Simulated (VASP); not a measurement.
# Sb5Se (P-62m) in VASP: further runs

Sb5Se is run at these levels: PBE; tasks: single point, relaxation of cell and atoms.

Program: VASP 6.6.1. These are calculated values, not measurements. Logs are shortened: lines on timing, memory, paths and dates and some standing lists are left out, and cuts for length are marked.

**1. The cell of the first run**

The structure is hexagonal, space group P-62m (No. 189). Conventional cell: a = 5.777 Å, b = 5.777 Å, c = 5.498 Å, α = 90.00°, β = 90.00°, γ = 120.00°. Within 4.4 Å of Sb (site symmetry -6) lie 9 Sb at 3.34 to 3.36 Å and 3 Se at 3.34 Å. Sb (site symmetry m2m) has 10 Sb at 3.29 to 3.36 Å and 2 Se at 3.34 Å within 4.3 Å. Within 4.4 Å of Se (site symmetry -62m) lie 12 Sb at 3.34 Å.

The cell was built from a structure type or drawn by symmetry, and may not be a known phase.

**2. Single point, PBE**

File INCAR:

```
SYSTEM = Sb5Se
PREC = Accurate
ENCUT = 520
EDIFF = 1E-7
ISMEAR = 0
SIGMA = 0.1
LREAL = .False.
LASPH = .True.
NELM = 100
ALGO = Normal
ISIF = 2
LWAVE = .False.
LCHARG = .False.
GGA = PE
NBANDS = 24
```

File KPOINTS:

```
Automatic mesh
0
Gamma
  3 3 4
  0 0 0
```

File POSCAR:

```
Sb5Se
1.0
    5.7771518900      0.0000000000      0.0000000000
   -2.8885759500      5.0031603000      0.0000000000
    0.0000000000      0.0000000000      5.4982405000
Sb Se
5 1
Direct
    0.3333333300      0.6666666700      0.5000000000
    0.0000000000      0.6707944300      0.0000000000
    0.6707944300      0.0000000000      0.0000000000
    0.3292055700      0.3292055700      0.0000000000
    0.6666666700      0.3333333300      0.5000000000
    0.0000000000      0.0000000000      0.5000000000
```

Potentials or basis: VASP PAW PBE potentials, release 64 (Sb, Se).

Run with:

```sh
cat potpaw_PBE.64/Sb/POTCAR potpaw_PBE.64/Se/POTCAR > POTCAR
mpirun -np 1 vasp_std > vasp.out
```

OUTCAR:

```text
SYSTEM = Sb5Se
   PREC = Accurate
   ENCUT = 520
   EDIFF = 1E-7
   ISMEAR = 0
   LREAL = .False.
   LASPH = .True.
   NELM = 100
   ISIF = 2
   GGA = PE

 ion  position               nearest neighbor table
   1  0.333  0.667  0.500-   5 3.34   5 3.34   5 3.34   2 3.36   2 3.36   3 3.36   3 3.36   4 3.36
                             4 3.36
   2  0.000  0.671  0.000-   4 3.29   3 3.29   4 3.36   3 3.36   3 3.36   4 3.36   1 3.36   1 3.36
                             5 3.36   5 3.36
   3  0.671  0.000  0.000-   4 3.29   2 3.29   2 3.36   4 3.36   2 3.36   4 3.36   5 3.36   5 3.36
                             1 3.36   1 3.36
   4  0.329  0.329  0.000-   3 3.29   2 3.29   2 3.36   3 3.36   3 3.36   2 3.36   5 3.36   5 3.36
                             1 3.36   1 3.36
   5  0.667  0.333  0.500-   1 3.34   1 3.34   1 3.34   3 3.36   3 3.36   2 3.36   2 3.36   4 3.36
                             4 3.36
   6  0.000  0.000  0.500-

  LATTYP: Found a hexagonal cell.
 ALAT       =     5.7771518900
 C/A-ratio  =     0.9517216450

  Lattice vectors:

 A1 = (   5.7771518900,   0.0000000000,   0.0000000000)
 A2 = (  -2.8885759500,   5.0031603000,   0.0000000000)
 A3 = (   0.0000000000,   0.0000000000,   5.4982405000)

Analysis of symmetry for initial positions (statically):
=====================================================================
 Subroutine PRICEL returns:
 Original cell was already a primitive cell.

 Routine SETGRP: Setting up the symmetry group for a
 hexagonal supercell.

 Subroutine GETGRP returns: Found 12 space group operations
 (whereof 12 operations were pure point group operations)
 out of a pool of 24 trial point group operations.

The static configuration has the point symmetry D_3h.

Analysis of symmetry for dynamics (positions and initial velocities):
=====================================================================
 Subroutine PRICEL returns:
 Original cell was already a primitive cell.

 Routine SETGRP: Setting up the symmetry group for a
 hexagonal supercell.

 Subroutine GETGRP returns: Found 12 space group operations
 (whereof 12 operations were pure point group operations)
 out of a pool of 24 trial point group operations.

The dynamic configuration has the point symmetry D_3h.

 Subroutine INISYM returns: Found 12 space group operations
 (whereof 12 operations are pure point group operations),
 and found     1 'primitive' translations

[... 88 lines left out ...]
   EDIFFG = 0.1E-05   stopping-criterion for IOM
   NSW    =      0    number of steps for IOM
   IBRION =     -1    ionic relax: 0-MD 1-quasi-New 2-CG
   NFREE  =      0    steps in history (QN), initial steepest desc. (CG)
   ISIF   =      2    stress and relaxation
   ISYM   =      2    0-nonsym 1-usesym 2-fastsym
   POTIM  = 0.5000    time-step for ionic-motion
   TEBEG  =    0.0;   TEEND  =   0.0 temperature during run
   PSTRESS=    0.0 pullay stress
   NELECT =      31.0000    total number of electrons
   NUPDOWN=      -1.0000    fix difference up-down
   EMIN   =  10.00;   EMAX   =-10.00  energy-range for DOS
   EFERMI =   0.00;   METHOD = LEGACY
   ISMEAR =     0;   SIGMA  =   0.10  broadening in eV -4-tet -1-fermi 0-gaus
   EFERMI_NEDOS =   21; number of points for ismear=-14 and -15
   IALGO  =     38    algorithm
   IMIX   =      4    mixing-type and parameters
     AMIX     =   0.40;   BMIX     =  1.00
     AMIX_MAG =   1.60;   BMIX_MAG =  1.00
  volume/ion in A,a.u.               =      26.49       178.74
  Fermi-wavevector in a.u.,A,eV,Ry     =   0.949441  1.794184 12.264817  0.901439
  Thomas-Fermi vector in A             =   2.077724
   LORBIT       =      0    0 simple, 1 ext, 2 COOP (PROOUT), +10 PAW based schemes
   GGA     = PE    functional components
   LHFCALC =     F    Hartree Fock is set to
   AEXX    =    0.0000 exact exchange contribution
   IVDW    =     0    specifies the selected vdW correction
   LEPSILON=     F    determine dielectric tensor
   LRPA    =     F    only Hartree local field effects (RPA)
 non-spin polarized calculation
 Gauss-broadening in eV      SIGMA  =   0.10
  energy-cutoff  :      520.00
  volume of cell :      158.92
 maximum number of plane-waves:      4304
 NGX is ok and might be reduce to    48
   NGX = 21   NGY = 21   NGZ = 21

 number of electron      31.0000002 magnetization

 Free energy of the ion-electron system (eV)
  ---------------------------------------------------
  ext. energy  EPLUGINS =         0.00000000
  ---------------------------------------------------
  free energy    TOTEN  =       -22.56822892 eV

  energy without entropy =      -22.54413755  energy(sigma->0) =      -22.55618323

 E-fermi :   7.7553     XC(G=0): -10.1583

 val. band max:        7.7257126624   @ k =   0.3333   0.0000   0.5000
 cond. band min:       7.7720328306   @ k =   0.0000   0.0000   0.2500
 fundamental gap:      0.0463201682
 Fermi energy:         7.7552890638

 k-point     1 :       0.0000    0.0000    0.0000
  band No.  band energies     occupation
      1      -5.8369      2.00000
      2      -3.4188      2.00000
      3      -1.1317      2.00000
      4      -0.2479      2.00000
      5      -0.2479      2.00000
      6      -0.2157      2.00000
[... 232 lines left out ...]
     23      10.0595      0.00000
     24      10.3035      0.00000

------------------------ aborting loop because EDIFF is reached ----------------------------------------

  FORCE on cell =-STRESS in cart. coord.  units (eV):
  Direction    XX          YY          ZZ          XY          YZ          ZX
  --------------------------------------------------------------------------------------
  -------------------------------------------------------------------------------------
  Total       -0.5492560     -0.5492560     -0.3315895      0.0000000      0.0000000      0.0000000
  in kB       -5.5373685     -5.5373685     -3.3429463      0.0000000      0.0000000      0.0000000
  external PRESSURE =      -4.8058944 kB  Pullay stress =       0.0000000 kB

 VOLUME and BASIS-vectors are now :
 -----------------------------------------------------------------------------
  energy-cutoff  :      520.00
  volume of cell :      158.92
      direct lattice vectors                 reciprocal lattice vectors
     5.777151890  0.000000000  0.000000000     0.173095674  0.099936834  0.000000000
    -2.888575950  5.003160300  0.000000000     0.000000000  0.199873668  0.000000000
     0.000000000  0.000000000  5.498240500     0.000000000  0.000000000  0.181876366

 POSITION                                       TOTAL-FORCE (eV/Angst)
 -----------------------------------------------------------------------------------
     -0.00000      3.33544      2.74912         0.000000      0.000000      0.000000
     -1.93764      3.35609      0.00000         0.057618     -0.099797      0.000000
      3.87528      0.00000      0.00000        -0.115235      0.000000     -0.000000
      0.95094      1.64707      0.00000         0.057618      0.099797      0.000000
      2.88858      1.66772      2.74912         0.000000      0.000000      0.000000
      0.00000      0.00000      2.74912         0.000000      0.000000      0.000000
 -----------------------------------------------------------------------------------
    total drift:                               -0.000000     -0.000000      0.000000

  FREE ENERGIE OF THE ION-ELECTRON SYSTEM (eV)
  ---------------------------------------------------
  free  energy   TOTEN  =       -22.5682289199 eV

  energy  without entropy=      -22.5441375493  energy(sigma->0) =      -22.55618323
```

OSZICAR:

```text
N       E                     dE             d eps       ncg     rms          rms(c)
DAV:   1     0.156366811777E+03    0.15637E+03   -0.10405E+04   432   0.103E+03
DAV:   2    -0.875243027243E+01   -0.16512E+03   -0.15536E+03   536   0.171E+02
DAV:   3    -0.225332979745E+02   -0.13781E+02   -0.13210E+02   576   0.542E+01
DAV:   4    -0.227925150172E+02   -0.25922E+00   -0.25882E+00   440   0.812E+00
DAV:   5    -0.227947548325E+02   -0.22398E-02   -0.22395E-02   528   0.949E-01    0.478E+00
DAV:   6    -0.225771463939E+02    0.21761E+00   -0.57430E-01   552   0.363E+00    0.284E+00
DAV:   7    -0.225704658299E+02    0.66806E-02   -0.13259E-01   432   0.164E+00    0.141E+00
DAV:   8    -0.225683698501E+02    0.20960E-02   -0.25737E-02   448   0.745E-01    0.182E-01
DAV:   9    -0.225681158234E+02    0.25403E-03   -0.12801E-03   536   0.195E-01    0.704E-02
DAV:  10    -0.225682251520E+02   -0.10933E-03   -0.42648E-04   464   0.107E-01    0.324E-02
DAV:  11    -0.225682309498E+02   -0.57977E-05   -0.25463E-05   488   0.296E-02    0.803E-03
DAV:  12    -0.225682293042E+02    0.16456E-05   -0.29846E-06   480   0.107E-02    0.279E-03
DAV:  13    -0.225682291315E+02    0.17273E-06   -0.59311E-07   448   0.462E-03    0.126E-03
DAV:  14    -0.225682288457E+02    0.28582E-06   -0.10367E-07   256   0.179E-03    0.778E-04
DAV:  15    -0.225682289199E+02   -0.74288E-07   -0.21996E-08   240   0.869E-04
   1 F= -.22568229E+02 E0= -.22556183E+02  d E =-.240914E-01
```

stdout:

```text
POSCAR found type information on POSCAR SbSe
 POSCAR found :  2 types and       6 ions
 scaLAPACK will be used
 LDA part: xc-table for (Slater+PW92), standard interpolation
 POSCAR, INCAR and KPOINTS ok, starting setup
 FFT: planning ... GRIDC
 FFT: planning ... GRID_SOFT
 FFT: planning ... GRID
 WAVECAR not read
 entering main loop
```

Wall time 27 s (1 thread of Intel Xeon 6975P-C (Granite Rapids), shared host); peak memory 0.29 GiB.

Results:

```yaml
Free_energy: -22.5682 eV
Pressure: -0.5 GPa
Largest_force: 0.115 eV/Å
Band_gap_on_the_k_mesh: zero (an odd number of electrons rules out a gap without spin polarisation)
```

Forces on the atoms (eV/Å):
```
Sb   0.000  0.000  0.000
Sb   0.058 -0.100  0.000
Sb  -0.115  0.000  0.000
Sb   0.058  0.100  0.000
Sb   0.000  0.000  0.000
Se   0.000  0.000  0.000
```

Caveat: the k points lie up to 0.42 Å⁻¹ apart, too coarse for converged energies and pressures of a metal; spin-orbit coupling is left out, which moves the levels of the heavy elements.

**3. Single point, PBE**

This run uses another cell than the first one, of 26.61 Å³/atom.

File INCAR:

```
ALGO = Normal ; EDIFF = 1E-6
ENCUT = 520 ; GGA = PE
ISIF = 2 ; ISMEAR = 0
LASPH = True ; LCHARG = True
LELF = True ; LREAL = False
LVHAR = True ; LWAVE = False
NBANDS = 24 ; NELM = 80
PREC = Accurate ; SIGMA = 0.1
```

File KPOINTS:

```
k-points
0
Gamma
  6 6 8
```

File POSCAR:

```
Sb5Se
1.0
    5.9470275498      0.0000000030      0.0000000000
   -2.9735137775      5.1502769336      0.0000000000
    0.0000000000      0.0000000000      5.2123938496
Sb Se
5 1
Direct
    0.3333333333      0.6666666667      0.5000000000
    0.0000000000      0.7005005390      0.0000000000
    0.7005005390      0.0000000000      0.0000000000
    0.2994994610      0.2994994610      0.0000000000
    0.6666666667      0.3333333333      0.5000000000
    0.0000000000      0.0000000000      0.5000000000
```

Potentials or basis: VASP PAW PBE potentials, release 64 (Sb, Se).

Run with:

```sh
cat potpaw_PBE.64/Sb/POTCAR potpaw_PBE.64/Se/POTCAR > POTCAR
mpirun -np 1 vasp_std > vasp.out
```

Run time: 68 s. Hardware: 1 thread of Intel Xeon 6975P-C (Granite Rapids), shared host; peak memory 0.34 GiB.

Results (log left out):

| Quantity | Value |
| --- | --- |
| Free energy | -22.6346 eV |
| Pressure | -0.2 GPa |
| Band gap on the k mesh | zero (an odd number of electrons rules out a gap without spin polarisation) |

Forces in eV/Å, atoms in the order of the input:
```
Sb   0.000  0.000  0.000
Sb   0.001 -0.002  0.000
Sb  -0.003  0.000  0.000
Sb   0.001  0.002  0.000
Sb   0.000  0.000  0.000
Se   0.000  0.000  0.000
```

Levels at points of the mesh, in eV from the Fermi level:
| k point | band 14 | band 15 | band 16 | band 17 | band 18 | band 19 |
| --- | --- | --- | --- | --- | --- | --- |
| (0.00, 0.00, 0.00) | -0.76 | -0.56 | -0.56 | -0.51 | -0.51 | -0.49 |
| (0.50, 0.00, 0.00) | -1.45 | -1.38 | -0.08 | -0.03 | 0.96 | 1.70 |
| (0.00, 0.00, 0.50) | -3.06 | -0.83 | -0.32 | 2.29 | 2.38 | 2.38 |
| (0.50, 0.00, 0.50) | -0.29 | -0.14 | 0.33 | 1.01 | 1.35 | 1.35 |

Caveat: spin-orbit coupling is left out, which moves the levels of the heavy elements.

**4. Relaxation of cell and atoms, PBE**

File INCAR:

```
PREC = Accurate ; ENCUT = 600
EDIFF = 1E-6 ; ISMEAR = 0
SIGMA = 0.1 ; LREAL = False
LASPH = True ; NELM = 60
ALGO = Normal ; ISIF = 3
LWAVE = False ; LCHARG = False
GGA = PE ; IBRION = 2
NSW = 100 ; EDIFFG = -0.01
```

File KPOINTS:

```
Automatic mesh
0
Gamma
  6 6 8
```

File POSCAR:

```
Sb5Se
1.0
    5.7771518900      0.0000000000      0.0000000000
   -2.8885759500      5.0031603000      0.0000000000
    0.0000000000      0.0000000000      5.4982405000
Sb Se
5 1
Direct
    0.3333333300      0.6666666700      0.5000000000
    0.0000000000      0.6707944300      0.0000000000
    0.6707944300      0.0000000000      0.0000000000
    0.3292055700      0.3292055700      0.0000000000
    0.6666666700      0.3333333300      0.5000000000
    0.0000000000      0.0000000000      0.5000000000
```

Run with:

```sh
cat potpaw_PBE.64/Sb/POTCAR potpaw_PBE.64/Se/POTCAR > POTCAR
mpirun -np 1 vasp_std > vasp.out
```

Run time: 14 min. Hardware: 1 thread of Intel Xeon 6975P-C (Granite Rapids), shared host; peak memory 0.43 GiB.

It converged, with:

| Item | Value |
| --- | --- |
| Free energy | -22.6349 eV |
| Relaxed volume | 26.55 Å³/atom |
| Relaxed cell | a = 5.942 Å, b = 5.942 Å, c = 5.211 Å, α = 90.00°, β = 90.00°, γ = 120.00° |
| Space group after relaxing (to 0.1 Å) | P-62m (No. 189) |
| Energy gained by relaxing | 11.1 meV/atom |
| Ionic steps | 33 |
| Pressure after relaxing | 0.0 GPa |
| Largest force after relaxing | 0.007 eV/Å |

Forces in eV/Å, atoms in the order of the input:
```
Sb   0.000  0.000  0.000
Sb   0.004 -0.006  0.000
Sb  -0.007  0.000  0.000
Sb   0.004  0.006  0.000
Sb   0.000  0.000  0.000
Se   0.000  0.000  0.000
```

The path:
| step | energy change (eV) | largest force (eV/Å) | pressure (GPa) | volume (Å³) |
| --- | --- | --- | --- | --- |
| 1 | 0.0000 | 0.0335 | -0.44 | 158.92 |
| 2 | -0.0088 | 0.0032 | 0.16 | 157.24 |
| 3 | -0.0098 | 0.0102 | 0.43 | 156.53 |
| 4 | -0.0138 | 0.0392 | 0.09 | 157.28 |
| 5 | -0.0138 | 0.0399 | 0.09 | 157.31 |
| 6 | -0.0141 | 0.0367 | -0.04 | 157.62 |
| 7 | -0.0141 | 0.0344 | -0.13 | 157.85 |
| 8 | -0.0143 | 0.0338 | -0.13 | 157.84 |
| 9 | -0.0148 | 0.0324 | -0.12 | 157.82 |
| 10 | -0.0155 | 0.0325 | -0.11 | 157.78 |
| 11 | -0.0167 | 0.0452 | -0.05 | 157.70 |
| 12 | -0.0198 | 0.0599 | 0.16 | 157.53 |
| 13 | 0.0015 | 0.2095 | 1.14 | 157.18 |
| 14 | -0.0199 | 0.0573 | 0.19 | 157.51 |
| 15 | -0.0200 | 0.0431 | 0.31 | 157.45 |
| 16 | -0.0201 | 0.0421 | 0.31 | 157.46 |
| 17 | -0.0204 | 0.0390 | 0.33 | 157.47 |
| 18 | -0.0208 | 0.0322 | 0.35 | 157.51 |
| 19 | -0.0213 | 0.0143 | 0.40 | 157.57 |
| 20 | -0.0220 | 0.0148 | 0.38 | 157.64 |
| 21 | -0.0238 | 0.0158 | 0.30 | 157.83 |
| 22 | -0.0271 | 0.0182 | 0.15 | 158.21 |
| 23 | -0.0320 | 0.0246 | -0.14 | 158.98 |
| 24 | -0.0369 | 0.0432 | -0.67 | 160.50 |
| 25 | -0.0411 | 0.0389 | -0.57 | 160.23 |
| 26 | -0.0534 | 0.0228 | -0.24 | 159.41 |
| 27 | -0.0635 | 0.0421 | 0.56 | 157.73 |
| 28 | -0.0639 | 0.0267 | 0.41 | 158.03 |
| 29 | -0.0658 | 0.0232 | 0.24 | 158.56 |
| 30 | -0.0661 | 0.0262 | 0.16 | 158.86 |
| 31 | -0.0661 | 0.0268 | 0.15 | 158.91 |
| 32 | -0.0664 | 0.0126 | 0.02 | 159.20 |
| 33 | -0.0664 | 0.0071 | -0.03 | 159.31 |

Final structure:
```
Sb Se
1.0
     5.94170    0.00000    0.00000
    -2.97085    5.14566    0.00000
     0.00000    0.00000    5.21077
Sb Se
5 1
Direct
  0.33333 0.66667 0.50000
  0.00000 0.70041 0.00000
  0.70041 0.00000 0.00000
  0.29959 0.29959 0.00000
  0.66667 0.33333 0.50000
  0.00000 0.00000 0.50000
```

Levels at points of the mesh, in eV from the Fermi level:
| k point | band 13 | band 14 | band 15 | band 16 | band 17 | band 18 | band 19 |
| --- | --- | --- | --- | --- | --- | --- | --- |
| (0.00, 0.00, 0.00) | -1.86 | -0.76 | -0.56 | -0.56 | -0.51 | -0.51 | -0.49 |
| (0.50, 0.00, 0.00) | -2.18 | -1.45 | -1.38 | -0.08 | -0.03 | 0.97 | 1.70 |
| (0.00, 0.00, 0.50) | -3.07 | -3.07 | -0.84 | -0.33 | 2.29 | 2.38 | 2.38 |
| (0.50, 0.00, 0.50) | -0.49 | -0.29 | -0.14 | 0.33 | 1.01 | 1.35 | 1.35 |

Caveat: the highest band is partly filled, so the run has too few bands; spin-orbit coupling is left out, which moves the levels of the heavy elements.

**5. Overview**

| task | cell | k mesh | cutoff (eV) | gap on the mesh (eV) | pressure (GPa) | largest force (eV/Å) |
| --- | --- | --- | --- | --- | --- | --- |
| single point | a = 5.777, b = 5.777, c = 5.498 Å, angles 90.0, 90.0, 120.0°, 6 atoms, atomic positions A | 3 × 3 × 4 | 520 | none | -0.5 | 0.12 |
| single point | a = 5.947, b = 5.947, c = 5.212 Å, angles 90.0, 90.0, 120.0°, 6 atoms, atomic positions B | 6 × 6 × 8 | 520 | none | -0.2 | - |
| relaxation of cell and atoms | relaxed from a = 5.777, b = 5.777, c = 5.498 Å, angles 90.0, 90.0, 120.0°, 6 atoms, atomic positions A | 6 × 6 × 8 | 600 | - | 0.0 | 0.01 |

Alike in all rows: level PBE; potentials or basis VASP PAW PBE potentials, release 64 (Sb, Se); no spin polarisation; smearing gaussian 0.1 eV.

Caveats: some runs use coarse meshes; spin-orbit coupling is left out, which moves the levels of the heavy elements; the highest band is partly filled, so the run has too few bands (at least some runs).

Total energies depend on the potentials used, so only differences within one code and one set of settings carry meaning.
